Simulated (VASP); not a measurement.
# SnSe (Fm-3m) in VASP: settings compared, part 2 of 2

VASP 6.6.1. Earlier steps stand in the parts before.

## Step 4: Single point, PBE-based screened hybrid with 25 % exact exchange

This run uses another cell than the first one, of 26.42 Å³/atom.

File POSCAR:

```
SnSe
1.0
    0.0000000000      2.9782591339      2.9782591339
    2.9782591339      0.0000000000      2.9782591339
    2.9782591339      2.9782591339      0.0000000000
Sn Se
1 1
Direct
    0.0000000000      0.0000000000      0.0000000000
    0.5000000000      0.5000000000      0.5000000000
```

File INCAR.step1:

```
SYSTEM = SnSe
  PREC = Accurate
  ENCUT = 520
  EDIFF = 1E-5
  ISMEAR = -1
  SIGMA = 0.05
  LREAL = .FALSE.
  LASPH = .TRUE.
  NELM = 60
  ALGO = Normal
  ISIF = 2
  LWAVE = .TRUE.
  LCHARG = .FALSE.
  NBANDS = 17
  GGA = PE
```

File INCAR.step2:

```
SYSTEM = SnSe
  PREC = Accurate
  ENCUT = 520
  EDIFF = 1E-7
  ISMEAR = -1
  SIGMA = 0.05
  LREAL = .FALSE.
  LASPH = .TRUE.
  NELM = 60
  ALGO = Normal
  ISIF = 2
  LWAVE = .FALSE.
  LCHARG = .FALSE.
  GGA = PE
  LHFCALC = .TRUE.
  AEXX = 0.25
  HFSCREEN = 0.3
  PRECFOCK = Normal
  NBANDS = 17
  ISTART = 1
```

File KPOINTS:

```
Automatic mesh
0
G
  4 4 4
  0 0 0
```

Potentials or basis: VASP PAW PBE potentials, release 64 (Sn_d, Se).

Command:

```sh
cat potpaw_PBE.64/Sn_d/POTCAR potpaw_PBE.64/Se/POTCAR > POTCAR
cp INCAR.step1 INCAR
mpirun -np 1 vasp_std > vasp.out
cp INCAR.step2 INCAR
mpirun -np 1 vasp_std > vasp.out
```

OUTCAR:

```text
SYSTEM = SnSe
   PREC = Accurate
   ENCUT = 520
   EDIFF = 1E-7
   ISMEAR = -1
   LREAL = .FALSE.
   LASPH = .TRUE.
   NELM = 60
   ISIF = 2
   GGA = PE
   LHFCALC = .TRUE.
   AEXX = 0.25
   HFSCREEN = 0.3
   PRECFOCK = Normal
   ISTART = 1

 ion  position               nearest neighbor table
   1  0.000  0.000  0.000-   2 2.98   2 2.98   2 2.98   2 2.98   2 2.98   2 2.98
   2  0.500  0.500  0.500-   1 2.98   1 2.98   1 2.98   1 2.98   1 2.98   1 2.98

  LATTYP: Found a face centered cubic cell.
 ALAT       =     5.9565182678

  Lattice vectors:

 A1 = (   0.0000000000,   2.9782591339,   2.9782591339)
 A2 = (   2.9782591339,   0.0000000000,   2.9782591339)
 A3 = (   2.9782591339,   2.9782591339,   0.0000000000)

Analysis of symmetry for initial positions (statically):
=====================================================================
 Subroutine PRICEL returns:
 Original cell was already a primitive cell.

 Routine SETGRP: Setting up the symmetry group for a
 face centered cubic supercell.

 Subroutine GETGRP returns: Found 48 space group operations
 (whereof 48 operations were pure point group operations)
 out of a pool of 48 trial point group operations.

The static configuration has the point symmetry O_h .

Analysis of symmetry for dynamics (positions and initial velocities):
=====================================================================
 Subroutine PRICEL returns:
 Original cell was already a primitive cell.

 Routine SETGRP: Setting up the symmetry group for a
 face centered cubic supercell.

 Subroutine GETGRP returns: Found 48 space group operations
 (whereof 48 operations were pure point group operations)
 out of a pool of 48 trial point group operations.

The dynamic configuration has the point symmetry O_h .

 Subroutine INISYM returns: Found 48 space group operations
 (whereof 48 operations are pure point group operations),
 and found     1 'primitive' translations

----------------------------------------------------------------------------------------

                                     Primitive cell

  volume of cell :      52.8345

  direct lattice vectors                    reciprocal lattice vectors
     0.000000000  2.978259134  2.978259134    -0.167883310  0.167883310  0.167883310
     2.978259134  0.000000000  2.978259134     0.167883310 -0.167883310  0.167883310
     2.978259134  2.978259134  0.000000000     0.167883310  0.167883310 -0.167883310

  length of vectors
     4.211894459  4.211894459  4.211894459     0.290782422  0.290782422  0.290782422

  position of ions in fractional coordinates (direct lattice)
     0.000000000  0.000000000  0.000000000
     0.500000000  0.500000000  0.500000000

  ion indices of the primitive-cell ions
   primitive index   ion index
                 1           1
                 2           2

----------------------------------------------------------------------------------------

 KPOINTS: Automatic mesh

Automatic generation of k-mesh.
 Grid dimensions read from file:
 generate k-points for:    4    4    4

 Generating k-lattice:

  Cartesian coordinates                     Fractional coordinates (reciprocal lattice)
    -0.041970827  0.041970827  0.041970827     0.250000000  0.000000000  0.000000000
     0.041970827 -0.041970827  0.041970827     0.000000000  0.250000000  0.000000000
     0.041970827  0.041970827 -0.041970827     0.000000000  0.000000000  0.250000000

  Length of vectors
     0.072695605  0.072695605  0.072695605

  Shift w.r.t. Gamma in fractional coordinates (k-lattice)
     0.000000000  0.000000000  0.000000000

 Subroutine IBZKPT returns following result:
 ===========================================

 Found      8 irreducible k-points:

 Following reciprocal coordinates:
            Coordinates               Weight
  0.000000  0.000000  0.000000      1.000000
  0.250000  0.000000  0.000000      8.000000
  0.500000  0.000000  0.000000      4.000000
  0.250000  0.250000  0.000000      6.000000
  0.500000  0.250000  0.000000     24.000000
 -0.250000  0.250000  0.000000     12.000000
  0.500000  0.500000  0.000000      3.000000
 -0.250000  0.500000  0.250000      6.000000
   k-points           NKPTS =      8   k-points in BZ     NKDIM =     64   number of bands    NBANDS=     17
   number of dos      NEDOS =    301   number of ions     NIONS =      2
   total plane-waves  NPLWV =  32768
   dimension x,y,z NGX =    32 NGY =   32 NGZ =   32
   dimension x,y,z NGXF=    64 NGYF=   64 NGZF=   64
   ions per type =               1   1
   NGX,Y,Z   is equivalent  to a cutoff of  12.63, 12.63, 12.63 a.u.
   NGXF,Y,Z  is equivalent  to a cutoff of  25.26, 25.26, 25.26 a.u.
 SYSTEM =  SnSe
   PREC   = accura    normal or accurate (medium, high low for compatibility)
   ISTART =      1    job   : 0-new  1-cont  2-samecut
   ICHARG =      0    charge: 1-file 2-atom 10-const
   ISPIN  =      1    spin polarized calculation?
   LNONCOLLINEAR =      F non collinear calculations
   LSORBIT =      F    spin-orbit coupling
   LASPH  =      T    aspherical Exc in radial PAW
   ENCUT  =  520.0 eV  38.22 Ry    6.18 a.u.   7.83  7.83  7.83*2*pi/ulx,y,z
   NELM   =     60;   NELMIN=  2; NELMDL=  0     # of ELM steps
   EDIFF  = 0.1E-06   stopping-criterion for ELM
   LREAL  =      F    real-space projection
   EDIFFG = 0.1E-05   stopping-criterion for IOM
   NSW    =      0    number of steps for IOM
   IBRION =     -1    ionic relax: 0-MD 1-quasi-New 2-CG
   NFREE  =      0    steps in history (QN), initial steepest desc. (CG)
   ISIF   =      2    stress and relaxation
   ISYM   =      3    0-nonsym 1-usesym 2-fastsym
   POTIM  = 0.5000    time-step for ionic-motion
   TEBEG  =    0.0;   TEEND  =   0.0 temperature during run
   PSTRESS=    0.0 pullay stress
   NELECT =      20.0000    total number of electrons
   NUPDOWN=      -1.0000    fix difference up-down
   EMIN   =  10.00;   EMAX   =-10.00  energy-range for DOS
   EFERMI =   0.00;   METHOD = LEGACY
   ISMEAR =    -1;   SIGMA  =   0.05  broadening in eV -4-tet -1-fermi 0-gaus
   EFERMI_NEDOS =   21; number of points for ismear=-14 and -15
   IALGO  =     38    algorithm
   IMIX   =      1    mixing-type and parameters
     AMIX     =   0.40;   BMIX     =  1.00
     AMIX_MAG =   1.60;   BMIX_MAG =  1.00
  volume/ion in A,a.u.               =      26.42       178.27
  Fermi-wavevector in a.u.,A,eV,Ry     =   1.184256  2.237920 19.081665  1.402463
  Thomas-Fermi vector in A             =   2.320474
   LORBIT       =      0    0 simple, 1 ext, 2 COOP (PROOUT), +10 PAW based schemes
   GGA     = PE    functional components
   LHFCALC =     T    Hartree Fock is set to
   PRECFOCK=normal    Normal, Fast or Accurate (Low or Medium for compatibility)
   ENCUT4O =  -1.0   cutoff for four orbital integrals eV
   NKREDX  =     1    reduce k-point grid by
   NKREDY  =     1    reduce k-point grid by
   NKREDZ  =     1    reduce k-point grid by
   AEXX    =    0.2500 exact exchange contribution
   HFSCREEN=    0.3000 screening length (either q_TF or 0.3 A-1)
   HFSCREENC=   0.3000 screening length for correlation (either q_TF or 0.3 A-1)
   ENCUTFOCK=  -1.0 apply spherical cutoff to Coloumb kernel
   IVDW    =     0    specifies the selected vdW correction
   LEPSILON=     F    determine dielectric tensor
   LRPA    =     F    only Hartree local field effects (RPA)
 non-spin polarized calculation
  energy-cutoff  :      520.00
  volume of cell :       52.83
 maximum number of plane-waves:      1428
  NGX = 24; NGY = 24; NGZ = 24

 number of electron      20.0000007 magnetization

 Free energy of the ion-electron system (eV)
  ---------------------------------------------------
  ext. energy  EPLUGINS =         0.00000000
  ---------------------------------------------------
  free energy    TOTEN  =        -9.48881467 eV

  energy without entropy =       -9.48867602  energy(sigma->0) =       -9.48874535

 E-fermi :   6.2549     XC(G=0):  -8.2716

 val. band max:        5.9290351880   @ k =   0.5000   0.0000   0.0000
 cond. band min:       6.5807715578   @ k =   0.5000   0.0000   0.0000
 fundamental gap:      0.6517363698
 Fermi energy:         6.2549032485

 k-point     1 :       0.0000    0.0000    0.0000
  band No.  band energies     occupation
      1     -17.9876      2.00000
      2     -17.9876      2.00000
      3     -17.9788      2.00000
      4     -17.9788      2.00000
      5     -17.9788      2.00000
      6      -9.7719      2.00000
[... 137 lines left out ...]
      4     -17.9728      2.00000
      5     -17.9587      2.00000
      6      -8.2934      2.00000
[... 9 lines left out ...]
     16      17.9246      0.00000
     17      19.3403      0.00000

------------------------ aborting loop because EDIFF is reached ----------------------------------------

  FORCE on cell =-STRESS in cart. coord.  units (eV):
  Direction    XX          YY          ZZ          XY          YZ          ZX
  --------------------------------------------------------------------------------------
  -------------------------------------------------------------------------------------
  Total       -0.0368807     -0.0368807     -0.0368807      0.0000000      0.0000000     -0.0000000
  in kB       -1.1183860     -1.1183860     -1.1183860      0.0000000      0.0000000     -0.0000000
  external PRESSURE =      -1.1183860 kB  Pullay stress =       0.0000000 kB

 VOLUME and BASIS-vectors are now :
 -----------------------------------------------------------------------------
  energy-cutoff  :      520.00
  volume of cell :       52.83
      direct lattice vectors                 reciprocal lattice vectors
     0.000000000  2.978259134  2.978259134    -0.167883310  0.167883310  0.167883310
     2.978259134  0.000000000  2.978259134     0.167883310 -0.167883310  0.167883310
     2.978259134  2.978259134  0.000000000     0.167883310  0.167883310 -0.167883310

 POSITION                                       TOTAL-FORCE (eV/Angst)
 -----------------------------------------------------------------------------------
      0.00000      0.00000      0.00000         0.000000      0.000000      0.000000
      2.97826      2.97826      2.97826        -0.000000     -0.000000     -0.000000
 -----------------------------------------------------------------------------------
    total drift:                                0.000000      0.000000      0.000001

  FREE ENERGIE OF THE ION-ELECTRON SYSTEM (eV)
  ---------------------------------------------------
  free  energy   TOTEN  =        -9.4888146726 eV

  energy  without entropy=       -9.4886760207  energy(sigma->0) =       -9.48874535
```

Run time: 7.9 min. Hardware: 1 thread of Intel Xeon Platinum 8488C (Sapphire Rapids), shared host; peak memory 0.28 GiB.

Results:

| Quantity | Value |
| --- | --- |
| Free energy | -9.4888 eV |
| Pressure | -0.1 GPa |
| Band gap on the k mesh | 0.65 eV |

Levels at points of the mesh, in eV from the valence-band top:
```csv
k point,band 8,band 9,band 10,band 11,band 12,band 13
"(0.00, 0.00, 0.00)",-2.79,-2.79,-2.79,4.83,4.83,4.83
"(0.50, 0.00, 0.00)",-2.55,-2.55,0.00,0.65,1.34,1.34
"(0.50, 0.50, 0.00)",-6.47,-4.41,-4.41,3.01,5.99,5.99
```

Caveat: the k points lie up to 0.46 Å⁻¹ apart; the PAW data sets were made with another functional, which shifts forces and pressure a little; spin-orbit coupling is left out, which moves the levels of the heavy elements. A k mesh can miss the band edges.

## Step 5: Relaxation of cell and atoms, PBE-based screened hybrid with 25 % exact exchange

File POSCAR:

```
SnSe
1.0
    0.0000000000      3.0100000000      3.0100000000
    3.0100000000      0.0000000000      3.0100000000
    3.0100000000      3.0100000000      0.0000000000
Sn Se
1 1
Direct
    0.0000000000      0.0000000000      0.0000000000
    0.5000000000      0.5000000000      0.5000000000
```

File INCAR.step1:

```
SYSTEM = SnSe
ALGO = Normal ; EDIFF = 1E-5
ENCUT = 600 ; GGA = PE
ISMEAR = -1 ; LASPH = .True.
LCHARG = .False. ; LREAL = .False.
LWAVE = .True. ; NBANDS = 17
NELM = 80 ; PREC = Accurate
SIGMA = 0.05
```

File INCAR.step2:

```
SYSTEM = SnSe
AEXX = 0.25 ; ALGO = Normal
EDIFF = 1E-6 ; EDIFFG = -0.01
ENCUT = 600 ; GGA = PE
HFSCREEN = 0.3 ; IBRION = 2
ISIF = 3 ; ISMEAR = -1
ISTART = 1 ; LASPH = .True.
LCHARG = .False. ; LHFCALC = .True.
LREAL = .False. ; LWAVE = .False.
NELM = 80 ; NSW = 60
PREC = Accurate ; PRECFOCK = Normal
SIGMA = 0.05
```

File KPOINTS:

```
k-points
0
Gamma
  4 4 4
  0 0 0
```

Command:

```sh
cat potpaw_PBE.64/Sn_d/POTCAR potpaw_PBE.64/Se/POTCAR > POTCAR
cp INCAR.step1 INCAR
mpirun -np 1 vasp_std > vasp.out
cp INCAR.step2 INCAR
mpirun -np 1 vasp_std > vasp.out
```

Run time: 34 min. Hardware: 1 thread of Intel Xeon Platinum 8488C (Sapphire Rapids), shared host; peak memory 0.33 GiB.

Results (log left out):

* Free energy: -9.4893 eV
* Relaxed volume: 26.37 Å³/atom
* Relaxed cell: a = 4.210 Å, b = 4.210 Å, c = 4.210 Å, α = 60.00°, β = 60.00°, γ = 60.00°
* Space group after relaxing (to 0.1 Å): Fm-3m (No. 225)
* Energy gained by relaxing: 4.9 meV/atom
* Ionic steps: 3
* Pressure after relaxing: 0.0 GPa
* Band gap on the k mesh: 0.66 eV

The path:
| step | energy change (eV) | largest force (eV/Å) | pressure (GPa) | volume (Å³) |
| --- | --- | --- | --- | --- |
| 1 | 0.0000 | 0.0000 | -1.70 | 54.54 |
| 2 | -0.0092 | 0.0000 | 0.50 | 52.28 |
| 3 | -0.0099 | 0.0000 | -0.01 | 52.75 |

Final structure:
```xyz
2
Lattice="0.0000 2.9766 2.9766 2.9766 0.0000 2.9766 2.9766 2.9766 0.0000" Properties=species:S:1:pos:R:3 pbc="T T T"
Sn    0.0000    0.0000    0.0000
Se    2.9766    2.9766    2.9766
```

Levels at points of the mesh, in eV from the valence-band top:
```
           k point  band 8  band 9  band 10  band 11  band 12  band 13
(0.00, 0.00, 0.00)   -2.80   -2.80    -2.80     4.84     4.84     4.84
(0.50, 0.00, 0.00)   -2.55   -2.55     0.00     0.66     1.33     1.33
(0.50, 0.50, 0.00)   -6.49   -4.42    -4.42     3.00     6.00     6.00
```

Caveat: the k points lie up to 0.46 Å⁻¹ apart in the final cell; the PAW data sets were made with another functional, which shifts forces and pressure a little; spin-orbit coupling is left out, which moves the levels of the heavy elements. A k mesh can miss the band edges.

## Step 6: Overview

```tsv
task	level	cell	k mesh	cutoff (eV)	grid for exact exchange (PRECFOCK)	share of exact exchange	screening parameter	gap on the mesh (eV)	pressure (GPa)	relaxed volume (Å³/atom)
relaxation of cell and atoms	BLYP	relaxed from a = 4.257 Å, angles 60.0°, 2 atoms	8 × 8 × 8	600	-	-	-	0.04	0.0	30.09
relaxation of cell and atoms	r2SCAN+D3(BJ)	relaxed from a = 4.257 Å, angles 60.0°, 2 atoms	8 × 8 × 8	600	-	-	-	0.55	0.0	26.71
single point	PBE-based screened hybrid with 25 % exact exchange	a = 4.212 Å, angles 60.0°, 2 atoms	4 × 4 × 4	520	Normal	0.25	0.3 1/Å	0.65	-0.1	-
relaxation of cell and atoms	PBE-based screened hybrid with 25 % exact exchange	relaxed from a = 4.257 Å, angles 60.0°, 2 atoms	4 × 4 × 4	600	Normal	0.25	0.3 1/Å	0.66	0.0	26.37
```

Alike in all rows: potentials or basis VASP PAW PBE potentials, release 64 (Sn_d, Se); no spin polarisation; smearing fermi-dirac 0.05 eV.

Caveats: some runs use coarse meshes; the PAW data sets were made with another functional, which shifts forces and pressure a little; spin-orbit coupling is left out, which moves the levels of the heavy elements; semilocal functionals underestimate gaps, and a narrow one can read as zero (at least some runs).

Total energies depend on the potentials used, so only differences within one code and one set of settings carry meaning.
